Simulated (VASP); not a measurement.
Wanted: the native input for a VASP 6.6.1 run.

```
Task                   : single point
Functional             : PBE
Dispersion             : D3(BJ)
Potentials or basis    : VASP PAW PBE potentials, release 64 (As)
Cutoff                 : 520 eV
k mesh                 : 9 × 9 × 1
Occupations            : gaussian, width 0.02 eV
Spin                   : no spin polarisation
Dipole correction      : yes
Further INCAR settings : ALGO = Normal; EDIFF = 1e-06; NBANDS = 12
```

The structure of As lies in POSCAR:

```
As
1.0
    3.3480000000      0.0000000000      0.0000000000
   -1.6740000000      2.8994530519      0.0000000000
    0.0000000000      0.0000000000     28.5742413766
As
2
Direct
    0.3333333333      0.6666666667      0.4738050788
    0.6666666667      0.3333333333      0.5261949212
```

The input as run:

INCAR

```
SYSTEM = As
PREC = Accurate
ENCUT = 520
EDIFF = 1E-6
ISMEAR = 0
SIGMA = 0.02
LREAL = .False.
LASPH = .True.
NELM = 100
ALGO = Normal
ISIF = 2
LWAVE = .False.
LCHARG = .True.
LDIPOL = .True.
IDIPOL = 3
DIPOL = 0.5 0.5 0.500
GGA = PE
IVDW = 12
LELF = .True.
LVHAR = .True.
LVACPOTAV = .True.
NBANDS = 12
```

KPOINTS

```
Automatic mesh
0
Gamma
  9 9 1
  0 0 0
```

Potentials or basis: VASP PAW PBE potentials, release 64 (As).

The run is started by

```sh
$ cat potpaw_PBE.64/As/POTCAR > POTCAR
$ mpirun -np 1 vasp_std > vasp.out
```

It gave:

```yaml
Largest_force: 0.414 eV/Å
Band_gap_on_the_k_mesh: 0.24 eV, indirect (least direct gap 2.27 eV)
Dispersion_energy_per_atom: -0.240 eV
Ionisation_potential_of_the_upper_face: 4.04 eV
```

Wall time 2.5 min on 1 thread of Intel(R) Xeon(R) Platinum 8259CL CPU @ 2.50GHz (Skylake/Cascade Lake), with other jobs on the host, peak memory 0.39 GiB.
